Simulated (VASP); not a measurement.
A run of VASP 6.6.1:

File INCAR:

```
SYSTEM = LiCl
ALGO     = Normal         ! electronic algorithm
EDIFF    = 1E-7           ! SCF threshold, eV
ENCUT    = 520            ! plane-wave cutoff, eV
GGA      = PE             ! functional
ISIF     = 2              ! what is computed and relaxed
ISMEAR   = -1             ! smearing method
LASPH    = .True.         ! aspherical terms in the spheres
LCHARG   = .True.         ! write CHGCAR
LELF     = .True.         ! ELF
LREAL    = .False.        ! projectors in reciprocal space
LVHAR    = .True.       
LWAVE    = .False.        ! write WAVECAR
NBANDS   = 18             ! bands
NELM     = 60             ! most SCF steps
PREC     = Accurate       ! precision mode
SIGMA    = 0.02           ! smearing width, eV
```

File KPOINTS:

```
k-points
0
Gamma
  12 12 4
  0 0 0
```

Contents of POSCAR:

```
LiCl
1.0
    4.0783789913      0.0000000000      0.0000000000
   -2.0391894957      3.5319798127      0.0000000000
    0.0000000000      0.0000000000      6.5188742571
Li Cl
2 2
Direct
    0.3333333333      0.6666666667     -0.0031270717
    0.6666666667      0.3333333333      0.4968729283
    0.3333333333      0.6666666667      0.3781270717
    0.6666666667      0.3333333333      0.8781270717
```

Potentials or basis: VASP PAW PBE potentials, release 64 (Li_sv, Cl).

Launch:

```console
$ cat potpaw_PBE.64/Li_sv/POTCAR potpaw_PBE.64/Cl/POTCAR > POTCAR
$ mpirun -np 1 vasp_std > vasp.out
```

Hardware: 1 thread of AMD EPYC 7R13 Processor (Zen 3) (shared host).

Question: How long does it take, and how much memory?

Answer: It took 48 s on 1 thread of AMD EPYC 7R13 Processor (Zen 3) (shared host), peak memory 0.2 GiB. Counts: scf iterations 13, k points 57.
